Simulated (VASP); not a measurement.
Set up this calculation in VASP 6.6.1, as the native input.

| Item | Value |
| --- | --- |
| Task | single point |
| Functional | PBE0 |
| Potentials or basis | VASP PAW PBE potentials, release 64 (Co, Ti_sv) |
| Cutoff | 520 eV |
| k mesh | 4 × 4 × 4 |
| Occupations | fermi-dirac, width 0.05 eV |
| Spin | collinear spin, ferromagnetic start |
| Starting moments | [2.0, 1.0] μB |
| Dipole correction | no |
| Grid for exact exchange (PRECFOCK) | Normal |
| Further INCAR settings | ALGO = Normal; EDIFF = 1e-06; NBANDS = 22 |
| Share of exact exchange | 0.25 |

TiCo:

```xyz
2
Lattice="2.9458 0.0000 0.0000 0.0000 2.9458 0.0000 0.0000 0.0000 2.9458" Properties=species:S:1:pos:R:3 pbc="T T T"
Co    1.4729    1.4729    1.4729
Ti    0.0000    0.0000    0.0000
```

The input as run:

POSCAR

```
TiCo
1.0
    2.9457531915      0.0000000000      0.0000000000
    0.0000000000      2.9457531915      0.0000000000
    0.0000000000      0.0000000000      2.9457531915
Co Ti
1 1
Direct
    0.5000000000      0.5000000000      0.5000000000
    0.0000000000      0.0000000000      0.0000000000
```

INCAR.step1

```
SYSTEM = TiCo
PREC = Accurate ; ENCUT = 520
EDIFF = 1E-5 ; ISMEAR = -1
SIGMA = 0.05 ; LREAL = .False.
LASPH = .True. ; NELM = 150
ALGO = Normal ; ISIF = 2
LWAVE = .True. ; LCHARG = .False.
ISPIN = 2 ; MAGMOM = 2 1
LORBIT = 11 ; LMAXMIX = 4
NBANDS = 22 ; GGA = PE
```

INCAR.step2

```
SYSTEM = TiCo
PREC = Accurate ; ENCUT = 520
EDIFF = 1E-6 ; ISMEAR = -1
SIGMA = 0.05 ; LREAL = .False.
LASPH = .True. ; NELM = 150
ALGO = Normal ; ISIF = 2
LWAVE = .False. ; LCHARG = .False.
ISPIN = 2 ; MAGMOM = 2 1
LORBIT = 11 ; LMAXMIX = 4
GGA = PE ; LHFCALC = .True.
AEXX = 0.25 ; PRECFOCK = Normal
NBANDS = 22 ; ISTART = 1
```

KPOINTS

```
regular mesh
0
Gamma
  4 4 4
  0 0 0
```

Potentials or basis: VASP PAW PBE potentials, release 64 (Co, Ti_sv).

Launch:

```console
$ cat potpaw_PBE.64/Co/POTCAR potpaw_PBE.64/Ti_sv/POTCAR > POTCAR
$ cp INCAR.step1 INCAR
$ mpirun -np 1 vasp_std > vasp.out
$ cp INCAR.step2 INCAR
$ mpirun -np 1 vasp_std > vasp.out
```

It gave:

- Pressure: 8.7 GPa
- Net moment: 0.91 μB per cell
- Site moments: Co +1.52; Ti -0.36 μB
- Valence electrons inside the program's atomic spheres: Co 8.40; Ti 10.27

Caveat: the k points lie up to 0.53 Å⁻¹ apart; the PAW data sets were made with another functional, which shifts forces and pressure a little.

It took 38 min on 1 thread of AMD EPYC 7R13 Processor (Zen 3), on a shared host, peak memory 0.13 GiB.
